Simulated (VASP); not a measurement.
Wanted: the native input for a VASP 6.6.1 run.

| Property | Result |
| --- | --- |
| Task | single point |
| Functional | LDA |
| Potentials or basis | VASP PAW LDA potentials, release 64 (Li_sv, Mg) |
| Cutoff | 520 eV |
| k mesh | 18 × 18 × 18 |
| Occupations | gaussian, width 0.02 eV |
| Spin | no spin polarisation |
| Dipole correction | no |
| Further INCAR settings | ALGO = Normal; EDIFF = 1e-06; NBANDS = 10 |

The structure of LiMg lies in POSCAR:

```
LiMg
1.0
    1.5232287232      0.8794365134      4.9305320727
   -1.5232287232      0.8794365134      4.9305320727
    0.0000000000     -1.7588730268      4.9305320727
Li Mg
1 1
Direct
    0.0000000000      0.0000000000      0.0000000000
    0.5000000000      0.5000000000      0.5000000000
```

These files were run (other wordings do the same):

INCAR

```
PREC = Accurate ; ENCUT = 520
EDIFF = 1E-6 ; ISMEAR = 0
SIGMA = 0.02 ; LREAL = False
LASPH = True ; NELM = 80
ALGO = Normal ; ISIF = 2
LWAVE = False ; LCHARG = False
GGA = CA ; NBANDS = 10
```

KPOINTS

```
regular mesh
0
Gamma
  18 18 18
```

Potentials or basis: VASP PAW LDA potentials, release 64 (Li_sv, Mg).

Run with:

```console
$ cat potpaw_LDA.64/Li_sv/POTCAR potpaw_LDA.64/Mg/POTCAR > POTCAR
$ mpirun -np 1 vasp_std > vasp.out
```

It gave:

- Band gap on the k mesh: zero (an odd number of electrons rules out a gap without spin polarisation)

It took 2.3 min on 1 thread of Intel(R) Xeon(R) 6975P-C (Granite Rapids), on a shared host, peak memory 0.39 GiB.
